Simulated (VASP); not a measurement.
NaCl:

```
Cl Na
1.0
     3.50219    0.00000    0.00000
     0.00000    3.50219    0.00000
     0.00000    0.00000    3.50219
Cl Na
1 1
Direct
  0.50000 0.50000 0.50000
  0.00000 0.00000 0.00000
```

Program: VASP 6.6.1. Alike in all runs: no spin polarisation; cell as given.

Order these runs on this cell by their band gap on the k mesh, lowest first.
A. level PBE; potentials or basis VASP PAW PBE potentials, release 64 (Cl, Na_pv); k mesh 8 × 8 × 8; cutoff (eV) 400; smearing gaussian 0.01 eV
B. level LDA; potentials or basis VASP PAW LDA potentials, release 64 (Cl, Na_pv); k mesh 8 × 8 × 8; cutoff (eV) 520; smearing fermi-dirac 0.05 eV
C. level revPBE; potentials or basis VASP PAW PBE potentials, release 64 (Cl, Na_pv); k mesh 8 × 8 × 8; cutoff (eV) 500; smearing fermi-dirac 0.05 eV
D. level HSE06; potentials or basis VASP PAW PBE potentials, release 64 (Cl, Na_pv); k mesh 4 × 4 × 4; cutoff (eV) 520; smearing methfessel-paxton 0.05 eV; grid for exact exchange (PRECFOCK) Normal; screening parameter 0.2079 1/Å
E. level r2SCAN; potentials or basis VASP PAW PBE potentials, release 64 (Cl, Na_pv); k mesh 8 × 8 × 8; cutoff (eV) 520; smearing fermi-dirac 0.05 eV

B (3.61 eV), A (3.97 eV), C (4.24 eV), E (4.81 eV), D (5.29 eV).

Caveats: some runs use coarse meshes.

A k mesh can miss the band edges.
